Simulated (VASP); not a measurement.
# PbSe (I4/mmm) in VASP: further runs, part 3 of 3

VASP 6.6.1. Earlier steps stand in the parts before.

## (5) Single point, PBE

This run uses another cell than the first one, of the same volume but with other edges.

INCAR

```
SYSTEM = PbSe
ALGO     = Normal         ! electronic algorithm
EDIFF    = 1E-6           ! SCF threshold, eV
ENCUT    = 520            ! plane-wave cutoff, eV
GGA      = PE             ! functional
ISIF     = 2              ! what is computed and relaxed
ISMEAR   = 0              ! smearing method
LASPH    = .True.         ! aspherical terms in the spheres
LCHARG   = .False.        ! write CHGCAR
LREAL    = .False.        ! projectors in reciprocal space
LWAVE    = .False.        ! write WAVECAR
NBANDS   = 17             ! bands
NELM     = 100            ! most SCF steps
PREC     = Accurate       ! precision mode
SIGMA    = 0.03           ! smearing width, eV
```

KPOINTS

```
k-points
0
Gamma
  10 10 10
  0 0 0
```

POSCAR

```
PbSe
1.0
    0.0000000000      3.1484527865      2.8965765636
    3.1484527865      0.0000000000      2.8965765636
    3.1484527865      3.1484527865      0.0000000000
Pb Se
1 1
Direct
    0.0000000000      0.0000000000      0.0000000000
    0.5000000000      0.5000000000      0.5000000000
```

Potentials or basis: VASP PAW PBE potentials, release 64 (Pb_d, Se).

On the command line:

```sh
cat potpaw_PBE.64/Pb_d/POTCAR potpaw_PBE.64/Se/POTCAR > POTCAR
mpirun -np 1 vasp_std > vasp.out
```

OUTCAR:

```text
SYSTEM = PbSe
   EDIFF = 1E-6
   ENCUT = 520
   GGA = PE
   ISIF = 2
   ISMEAR = 0
   LASPH = .True.
   LREAL = .False.
   NELM = 100
   PREC = Accurate

 ion  position               nearest neighbor table
   1  0.000  0.000  0.000-   2 2.90   2 2.90   2 3.15   2 3.15   2 3.15   2 3.15
   2  0.500  0.500  0.500-   1 2.90   1 2.90   1 3.15   1 3.15   1 3.15   1 3.15

  LATTYP: Found a body centered tetragonal cell.
 ALAT       =     4.4525846312
 C/A-ratio  =     1.3010764774

  Lattice vectors:

 A1 = (   0.0000000000,  -3.1484527865,  -2.8965765636)
 A2 = (   0.0000000000,   3.1484527865,  -2.8965765636)
 A3 = (   3.1484527865,   0.0000000000,   2.8965765636)

Analysis of symmetry for initial positions (statically):
=====================================================================
 Subroutine PRICEL returns:
 Original cell was already a primitive cell.

 Routine SETGRP: Setting up the symmetry group for a
 body centered tetragonal supercell.

 Subroutine GETGRP returns: Found 16 space group operations
 (whereof 16 operations were pure point group operations)
 out of a pool of 16 trial point group operations.

The static configuration has the point symmetry D_4h.

Analysis of symmetry for dynamics (positions and initial velocities):
=====================================================================
 Subroutine PRICEL returns:
 Original cell was already a primitive cell.

 Routine SETGRP: Setting up the symmetry group for a
 body centered tetragonal supercell.

 Subroutine GETGRP returns: Found 16 space group operations
 (whereof 16 operations were pure point group operations)
 out of a pool of 16 trial point group operations.

The dynamic configuration has the point symmetry D_4h.

 Subroutine INISYM returns: Found 16 space group operations
 (whereof 16 operations are pure point group operations),
[... 105 lines left out ...]
   TEBEG  =    0.0;   TEEND  =   0.0 temperature during run
   PSTRESS=    0.0 pullay stress
   NELECT =      20.0000    total number of electrons
   NUPDOWN=      -1.0000    fix difference up-down
   EMIN   =  10.00;   EMAX   =-10.00  energy-range for DOS
   EFERMI =   0.00;   METHOD = LEGACY
   ISMEAR =     0;   SIGMA  =   0.03  broadening in eV -4-tet -1-fermi 0-gaus
   EFERMI_NEDOS =   21; number of points for ismear=-14 and -15
   IALGO  =     38    algorithm
   IMIX   =      4    mixing-type and parameters
     AMIX     =   0.40;   BMIX     =  1.00
     AMIX_MAG =   1.60;   BMIX_MAG =  1.00
  volume/ion in A,a.u.               =      28.71       193.77
  Fermi-wavevector in a.u.,A,eV,Ry     =   1.151812  2.176610 18.050462  1.326672
  Thomas-Fermi vector in A             =   2.288467
   LORBIT       =      0    0 simple, 1 ext, 2 COOP (PROOUT), +10 PAW based schemes
   GGA     = PE    functional components
   LHFCALC =     F    Hartree Fock is set to
   AEXX    =    0.0000 exact exchange contribution
   IVDW    =     0    specifies the selected vdW correction
   LEPSILON=     F    determine dielectric tensor
   LRPA    =     F    only Hartree local field effects (RPA)
 non-spin polarized calculation
 Gauss-broadening in eV      SIGMA  =   0.03
  energy-cutoff  :      520.00
  volume of cell :       57.43
 maximum number of plane-waves:      1570
   NGX = 15   NGY = 15   NGZ = 17

 number of electron      19.9999998 magnetization

 Free energy of the ion-electron system (eV)
  ---------------------------------------------------
  ext. energy  EPLUGINS =         0.00000000
  ---------------------------------------------------
  free energy    TOTEN  =        -8.06091664 eV

  energy without entropy =       -8.06089386  energy(sigma->0) =       -8.06090525

 E-fermi :   5.2703     XC(G=0):  -9.5123

 val. band max:        5.2302031375   @ k =   0.5000   0.0000   0.0000
 cond. band min:       5.3103011919   @ k =   0.5000   0.0000   0.0000
 fundamental gap:      0.0800980544
 Fermi energy:         5.2702521642

 k-point     1 :       0.0000    0.0000    0.0000
  band No.  band energies     occupation
      1     -11.8006      2.00000
      2     -11.7958      2.00000
      3     -11.7733      2.00000
      4     -11.7728      2.00000
      5     -11.7728      2.00000
      6      -8.5519      2.00000
[... 457 lines left out ...]
      4     -11.7344      2.00000
      5     -11.7325      2.00000
      6      -7.3084      2.00000
[... 9 lines left out ...]
     16      15.4180      0.00000
     17      16.8579      0.00000

 [... further k-points ...]
[... 5 lines left out ...]
  --------------------------------------------------------------------------------------
  -------------------------------------------------------------------------------------
  Total       -0.2494865     -0.2494865      4.2118077      0.0000000      0.0000000      0.0000000
  in kB       -6.9606255     -6.9606255    117.5086245      0.0000000      0.0000000      0.0000000
  external PRESSURE =      34.5291245 kB  Pullay stress =       0.0000000 kB

 VOLUME and BASIS-vectors are now :
 -----------------------------------------------------------------------------
  energy-cutoff  :      520.00
  volume of cell :       57.43
      direct lattice vectors                 reciprocal lattice vectors
     0.000000000  3.148452787  2.896576564    -0.158808162  0.158808162  0.172617567
     3.148452787  0.000000000  2.896576564     0.158808162 -0.158808162  0.172617567
     3.148452787  3.148452787  0.000000000     0.158808162  0.158808162 -0.172617567

 POSITION                                       TOTAL-FORCE (eV/Angst)
 -----------------------------------------------------------------------------------
      0.00000      0.00000      0.00000         0.000000      0.000000      0.000000
      3.14845      3.14845      2.89658         0.000000      0.000000     -0.000000
 -----------------------------------------------------------------------------------
    total drift:                                0.000000     -0.000000     -0.000000

  FREE ENERGIE OF THE ION-ELECTRON SYSTEM (eV)
  ---------------------------------------------------
  free  energy   TOTEN  =        -8.0609166415 eV

  energy  without entropy=       -8.0608938557  energy(sigma->0) =       -8.06090525
```

OSZICAR:

```text
N       E                     dE             d eps       ncg     rms          rms(c)
DAV:   1     0.155230299858E+03    0.15523E+03   -0.95275E+03  3476   0.120E+03
DAV:   2     0.309797259835E+01   -0.15213E+03   -0.14667E+03  3697   0.306E+02
DAV:   3    -0.809524465464E+01   -0.11193E+02   -0.11101E+02  4413   0.886E+01
DAV:   4    -0.835425204861E+01   -0.25901E+00   -0.25879E+00  4348   0.150E+01
DAV:   5    -0.836311346827E+01   -0.88614E-02   -0.88608E-02  4922   0.272E+00    0.287E+00
DAV:   6    -0.806465889816E+01    0.29845E+00   -0.71884E-01  5274   0.593E+00    0.163E+00
DAV:   7    -0.805805081714E+01    0.66081E-02   -0.13055E-01  4175   0.182E+00    0.877E-01
DAV:   8    -0.806125111211E+01   -0.32003E-02   -0.14029E-02  4326   0.129E+00    0.135E-01
DAV:   9    -0.806085087557E+01    0.40024E-03   -0.28541E-03  5405   0.517E-01    0.523E-02
DAV:  10    -0.806090668092E+01   -0.55805E-04   -0.23892E-04  4069   0.945E-02    0.196E-02
DAV:  11    -0.806091678024E+01   -0.10099E-04   -0.64502E-05  4475   0.761E-02    0.105E-02
DAV:  12    -0.806091664146E+01    0.13878E-06   -0.36646E-06  4397   0.136E-02
   1 F= -.80609166E+01 E0= -.80609052E+01  d E =-.227858E-04
```

stdout:

```text
POSCAR found type information on POSCAR PbSe
 POSCAR found :  2 types and       2 ions
 scaLAPACK will be used
 LDA part: xc-table for (Slater+PW92), standard interpolation
 POSCAR, INCAR and KPOINTS ok, starting setup
 FFT: planning ... GRIDC
 FFT: planning ... GRID_SOFT
 FFT: planning ... GRID
 WAVECAR not read
 entering main loop
```

Wall time 33 s (1 thread of Intel Xeon 6975P-C (Granite Rapids), shared host); peak memory 0.25 GiB.

What came out:

| Quantity | Value |
| --- | --- |
| Free energy | -8.0609 eV |
| Pressure | 3.5 GPa |
| Band gap on the k mesh | 0.08 eV, direct |

Caveat: spin-orbit coupling is left out, which moves the levels of the heavy elements. A k mesh can miss the band edges.

## (6) Single point, PBE

This run uses another cell than the first one, of the same volume but with other edges.

INCAR

```
ALGO = Normal
EDIFF = 1E-6
ENCUT = 520
GGA = PE
ISIF = 2
ISMEAR = 0
LASPH = True
LCHARG = False
LREAL = False
LWAVE = False
NBANDS = 17
NELM = 80
PREC = Accurate
SIGMA = 0.03
```

KPOINTS

```
k-points
0
Gamma
  10 10 10
```

POSCAR

```
PbSe
1.0
    0.0000000000      2.9663944448      3.2630338893
    2.9663944448      0.0000000000      3.2630338893
    2.9663944448      2.9663944448      0.0000000000
Pb Se
1 1
Direct
    0.0000000000      0.0000000000      0.0000000000
    0.5000000000      0.5000000000      0.5000000000
```

Potentials or basis: VASP PAW PBE potentials, release 64 (Pb_d, Se).

On the command line:

```sh
cat potpaw_PBE.64/Pb_d/POTCAR potpaw_PBE.64/Se/POTCAR > POTCAR
mpirun -np 1 vasp_std > vasp.out
```

It took 32 s on 1 thread of Intel Xeon 6975P-C (Granite Rapids), shared host; peak memory 0.26 GiB.

The run converged. Its results:

```yaml
Free_energy: -8.0546 eV
Pressure: 3.6 GPa
Band_gap_on_the_k_mesh: 0.08 eV, direct
```

Stress tensor (GPa, compression positive):
```
 7.07  0.00  0.00
 0.00  7.07  0.00
 0.00  0.00 -3.26
```

Levels at points of the mesh, in eV from the valence-band top:
| k point | band 6 | band 7 | band 8 | band 9 | band 10 | band 11 | band 12 | band 13 | band 14 | band 15 |
| --- | --- | --- | --- | --- | --- | --- | --- | --- | --- | --- |
| (0.00, 0.00, 0.00) | -13.79 | -6.41 | -2.32 | -2.32 | -1.59 | 3.31 | 5.30 | 5.30 | 6.01 | 6.59 |
| (0.50, 0.00, 0.00) | -12.72 | -9.02 | -1.80 | -1.52 | 0.00 | 0.08 | 1.39 | 1.79 | 8.33 | 9.78 |
| (0.50, 0.50, 0.00) | -12.67 | -7.19 | -5.03 | -3.29 | -3.29 | 3.78 | 5.13 | 5.83 | 5.83 | 11.32 |
| (0.50, 0.00, 0.50) | -12.18 | -7.65 | -5.24 | -3.96 | -2.98 | 3.45 | 4.28 | 6.28 | 6.40 | 10.01 |

Caveat: spin-orbit coupling is left out, which moves the levels of the heavy elements. A k mesh can miss the band edges.

## (7) Summary

| cell | gap on the mesh (eV) | pressure (GPa) |
| --- | --- | --- |
| a = 4.501, b = 4.501, c = 4.075 Å, angles 63.1, 63.1, 53.8°, 2 atoms | 0.12 | 6.7 |
| a = 4.219, b = 4.219, c = 4.704 Å, angles 56.1, 56.1, 67.8°, 2 atoms | none | 10.9 |
| a = 4.602, b = 4.602, c = 3.968 Å, angles 64.5, 64.5, 51.1°, 2 atoms | none | 10.6 |
| a = 4.278, b = 4.278, c = 4.453 Å, angles 58.6, 58.6, 62.7°, 2 atoms | 0.08 | 3.5 |
| a = 4.410, b = 4.410, c = 4.195 Å, angles 61.6, 61.6, 56.8°, 2 atoms | 0.08 | 3.6 |

Alike in all rows: task single point; level PBE; potentials or basis VASP PAW PBE potentials, release 64 (Pb_d, Se); no spin polarisation; k mesh 10 × 10 × 10; cutoff (eV) 520; smearing gaussian 0.03 eV.

Caveats: spin-orbit coupling is left out, which moves the levels of the heavy elements.

Total energies depend on the potentials used, so only differences within one code and one set of settings carry meaning.
